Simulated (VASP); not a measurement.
Set up this calculation in VASP 6.6.1, as the native input.

* Task: relaxation of cell and atoms
* Functional: RPBE
* Dispersion: D4
* Potentials or basis: VASP PAW PBE potentials, release 64 (Zn, S)
* Cutoff: 600 eV
* k mesh: 9 × 9 × 9
* Occupations: fermi-dirac, width 0.05 eV
* Spin: no spin polarisation
* Dipole correction: no
* Further INCAR settings: ALGO = Normal; EDIFF = 1e-07; IBRION = 2; EDIFFG = -0.01; NSW = 80; ISIF = 3

The structure of ZnS lies in POSCAR:

```
ZnS
1.0
    0.0000000000      2.7020000000      2.7020000000
    2.7020000000      0.0000000000      2.7020000000
    2.7020000000      2.7020000000      0.0000000000
Zn S
1 1
Direct
    0.7500000000      0.7500000000      0.7500000000
    0.0000000000      0.0000000000      0.0000000000
```

These files were run (other wordings do the same):

INCAR

```
PREC     = Accurate       # precision mode
ENCUT    = 600            # plane-wave cutoff, eV
EDIFF    = 1E-7           # SCF threshold, eV
ISMEAR   = -1             # smearing method
SIGMA    = 0.05           # smearing width, eV
LREAL    = False          # projectors in reciprocal space
LASPH    = True           # aspherical terms in the spheres
NELM     = 100            # most SCF steps
ALGO     = Normal         # electronic algorithm
ISIF     = 3              # what is computed and relaxed
LWAVE    = False          # write WAVECAR
LCHARG   = False          # write CHGCAR
GGA      = RP             # functional
IVDW     = 13             # dispersion correction
IBRION   = 2              # ionic algorithm
NSW      = 80             # ionic steps
EDIFFG   = -0.01          # ionic threshold
```

KPOINTS

```
Automatic mesh
0
Gamma
  9 9 9
```

Potentials or basis: VASP PAW PBE potentials, release 64 (Zn, S).

Launch:

```bash
$ cat potpaw_PBE.64/Zn/POTCAR potpaw_PBE.64/S/POTCAR > POTCAR
$ mpirun -np 1 vasp_std > vasp.out
```

Results of the run:

```yaml
Relaxed_volume: 19.31 Å³/atom
Relaxed_cell: a = 3.794 Å, b = 3.794 Å, c = 3.794 Å, α = 60.00°, β = 60.00°, γ = 60.00°
Space_group_after_relaxing_to_0.05_Å: F-43m (No. 216)
Energy_gained_by_relaxing: 2.1 meV/atom
Ionic_steps: 3
Pressure_after_relaxing: 0.0 GPa
Band_gap_on_the_k_mesh: 2.38 eV, direct
Dispersion_energy_per_atom: -0.614 eV
```

Caveat: the PAW data sets were made with another functional, which shifts forces and pressure a little.

Wall time 32 s on 1 thread of Intel(R) Xeon(R) Platinum 8488C (Sapphire Rapids), with other jobs on the host, peak memory 0.19 GiB.
